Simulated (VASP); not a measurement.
Here is a VASP 6.6.1 calculation.

The input INCAR:

```
  PREC = Accurate
  ENCUT = 520
  EDIFF = 1E-7
  ISMEAR = 0
  SIGMA = 0.1
  LREAL = F
  LASPH = T
  NELM = 100
  ALGO = Fast
  ISIF = 2
  LWAVE = F
  LCHARG = F
  GGA = PE
  NBANDS = 18
```

KPOINTS

```
Automatic mesh
0
Gamma
  16 16 8
```

POSCAR

```
Ta
1.0
    2.8357807865      0.0580074415      0.0082950641
   -1.3676544754      2.3688319948     -0.0000030688
    0.0147755436      0.0085243521      5.0963226500
Ta
2
Direct
    0.6595190795      0.3297595348      0.7610816850
    0.3404809205      0.6702404652      0.2389183150
```

Potentials or basis: VASP PAW PBE potentials, release 64 (Ta_pv).

Run with:

```console
$ cat potpaw_PBE.64/Ta_pv/POTCAR > POTCAR
$ mpirun -np 1 vasp_std > vasp.out
```

(1) Predict the band gap on the k mesh.

(2) What does it give for the largest force?

(3) Estimate the pressure.

## Answers

(1) zero (band 11 reaches 8.26 eV, above the bottom of band 12 at 5.48 eV).

(2) 1.583 eV/Å.

(3) 19.0 GPa.

Caveat: the cell differs from its parent crystal (strained and its atoms moved); spin-orbit coupling is left out, which moves the levels of the heavy elements; forces of over 1 eV/Å act on the atoms, so gaps and moduli don't describe the material at rest.
